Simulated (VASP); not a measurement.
Wanted: the native input for a VASP 6.6.1 run.

```
Task                   : single point
Functional             : PBE
Potentials or basis    : VASP PAW PBE potentials, release 64 (W_sv, C)
Cutoff                 : 600 eV
k mesh                 : 10 × 10 × 10
Occupations            : fermi-dirac, width 0.05 eV
Spin                   : no spin polarisation
Dipole correction      : no
Further INCAR settings : ALGO = Normal; EDIFF = 1e-06; NBANDS = 16
```

The structure of WC lies in POSCAR:

```
WC
1.0
    0.0000000000      2.1897289918      2.1897289918
    2.1897289918      0.0000000000      2.1897289918
    2.1897289918      2.1897289918      0.0000000000
W C
1 1
Direct
    0.0000000000      0.0000000000      0.0000000000
    0.5000000000      0.5000000000      0.5000000000
```

One way to write it, as run:

INCAR

```
SYSTEM = WC
ALGO = Normal
EDIFF = 1E-6
ENCUT = 600
GGA = PE
GGA_COMPAT = .FALSE.
ISIF = 2
ISMEAR = -1
LASPH = .TRUE.
LCHARG = .FALSE.
LREAL = .FALSE.
LWAVE = .FALSE.
NBANDS = 16
NELM = 120
PREC = Accurate
SIGMA = 0.05
```

KPOINTS

```
k-points
0
G
  10 10 10
  0 0 0
```

Potentials or basis: VASP PAW PBE potentials, release 64 (W_sv, C).

Run with:

```bash
$ cat potpaw_PBE.64/W_sv/POTCAR potpaw_PBE.64/C/POTCAR > POTCAR
$ mpirun -np 1 vasp_std > vasp.out
```

Results of the run:

```
Pressure               : 0.8 GPa
Band gap on the k mesh : zero (band 9 reaches 13.52 eV, above the bottom of band 10 at 10.32 eV)
```

Caveat: spin-orbit coupling is left out, which moves the levels of the heavy elements.

Wall time 39 s on 1 thread of AMD EPYC 7R43 64-Core Processor (Zen 3), on a shared host, peak memory 0.13 GiB.
